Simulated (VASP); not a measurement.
A run of VASP 6.6.1:

Contents of POSCAR:

```
LiNbO3
1.0
    2.5923872640      1.4967154847      4.5628211585
   -2.5923872640      1.4967154847      4.5628211585
    0.0000000000     -2.9934309694      4.5628211585
Li Nb O
2 2 6
Direct
    0.2500000000      0.2500000000      0.2500000000
    0.7500000000      0.7500000000      0.7500000000
    0.0000000000      0.0000000000      0.0000000000
    0.5000000000      0.5000000000      0.5000000000
    0.1284835452      0.3715164548      0.7500000000
    0.7500000000      0.1284835452      0.3715164548
    0.3715164548      0.7500000000      0.1284835452
    0.8715164548      0.6284835452      0.2500000000
    0.2500000000      0.8715164548      0.6284835452
    0.6284835452      0.2500000000      0.8715164548
```

INCAR.step1

```
SYSTEM = LiNbO3
  PREC = Accurate
  ENCUT = 520
  ISMEAR = 0
  SIGMA = 0.05
  LREAL = .False.
  LASPH = .True.
  NELM = 80
  NBANDS = 45
  GGA = PE
  ALGO = Normal
  EDIFF = 1E-4
  LWAVE = .True.
  LCHARG = .False.
```

Contents of INCAR.step2:

```
SYSTEM = LiNbO3
  PREC = Accurate
  ENCUT = 520
  EDIFF = 1E-7
  ISMEAR = 0
  SIGMA = 0.05
  LREAL = .False.
  LASPH = .True.
  NELM = 80
  ALGO = Normal
  ISIF = 2
  LWAVE = .False.
  LCHARG = .False.
  METAGGA = R2SCAN
  LMIXTAU = .True.
  NBANDS = 45
  ISTART = 1
```

The input KPOINTS:

```
regular mesh
0
Gamma
  6 6 6
  0 0 0
```

Potentials or basis: VASP PAW PBE potentials, release 64 (Li_sv, Nb_sv, O).

Run with:

```console
$ cat potpaw_PBE.64/Li_sv/POTCAR potpaw_PBE.64/Nb_sv/POTCAR potpaw_PBE.64/O/POTCAR > POTCAR
$ cp INCAR.step1 INCAR
$ mpirun -np 1 vasp_std > vasp.out
$ cp INCAR.step2 INCAR
$ mpirun -np 1 vasp_std > vasp.out
```

Hardware: 1 thread of AMD EPYC 7R13 Processor (Zen 3) (shared host).

Task: How long does it take, and how much memory?

Result: Run time: 17 min on 1 thread of AMD EPYC 7R13 Processor (Zen 3), on a shared host, peak memory 0.33 GiB. Counts: k points 32.
